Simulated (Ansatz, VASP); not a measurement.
In2O3 in VASP and in Ansatz

```
CELL_PARAMETERS angstrom
2.75390 1.58997 4.85347
-2.75390 1.58997 4.85347
0.00000 -3.17993 4.85347
ATOMIC_POSITIONS crystal
In 0.35708 0.35708 0.35708
In 0.14292 0.14292 0.14292
In 0.64292 0.64292 0.64292
In 0.85708 0.85708 0.85708
O 0.54659 0.95341 0.25000
O 0.25000 0.54659 0.95341
O 0.95341 0.25000 0.54659
O 0.45341 0.04659 0.75000
O 0.75000 0.45341 0.04659
O 0.04659 0.75000 0.45341
```

Alike in both runs: task single point; functional PBE; k mesh 6 × 6 × 6; no spin polarisation.

|  | VASP | Ansatz |
| --- | --- | --- |
| version | VASP 6.6.1 | Ansatz 0.2.0 |
| potentials or method | VASP PAW PBE potentials, release 64 (In_d, O) | plane waves, PAW |
| plane-wave cutoff (eV) | 520 | 420 |
| occupations | gaussian, width 0.01 eV | fixed |
| valence electrons in the cell | 88 | 88 |

```csv
,VASP,Ansatz,Ansatz less VASP
gap on the k mesh at the Fermi level (eV),1.22,1.23,+0.007
pressure (GPa),6.9,6.4,-0.48
"traceless stress, the component that is largest in VASP (GPa)",-0.53,-0.41,+0.113
rms of the force components (eV/Å),0.034,0.037,+0.0036
```

Atom by atom the forces differ by 0.006 eV/Å (rms over components).
